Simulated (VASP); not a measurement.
BiS:

```xyz
2
Lattice="4.0029 0.0000 0.0000 0.0000 4.0029 0.0000 0.0000 0.0000 4.0029" Properties=species:S:1:pos:R:3 pbc="T T T"
Bi    2.0015    2.0015    2.0015
S     0.0000    0.0000    0.0000
```

```yaml
Program: VASP 6.6.1
Task: relaxation of cell and atoms
Functional: RPBE
Potentials_or_basis: VASP PAW PBE potentials, release 64 (Bi_d, S)
Cutoff: 600 eV
k_mesh: 7 × 7 × 7
Occupations: fermi-dirac, width 0.05 eV
Spin: no spin polarisation
```

At the start: pressure -9.7 GPa; volume 32.07 Å³/atom.

Task: Where does the relaxation end?

Result: Over 3 steps the energy falls by 330.6 meV/atom and the volume is 23.86 Å³/atom (-25.6 %); space group Pm-3m (No. 221, to 0.05 Å).

The path:
```tsv
step	energy change (eV)	largest force (eV/Å)	pressure (GPa)	volume (Å³)
1	0.0000	0.0000	-9.68	64.14
2	-0.6612	0.0000	-0.08	47.78
3	-0.6612	0.0000	0.00	47.72
```

Final structure:
```
CELL_PARAMETERS angstrom
3.62726 0.00000 0.00000
0.00000 3.62726 0.00000
0.00000 0.00000 3.62726
ATOMIC_POSITIONS crystal
Bi 0.50000 0.50000 0.50000
S 0.00000 0.00000 0.00000
```

Caveat: the volume moved by over 15 % at a fixed basis, so the end points are rough; the PAW data sets were made with another functional, which shifts forces and pressure a little.
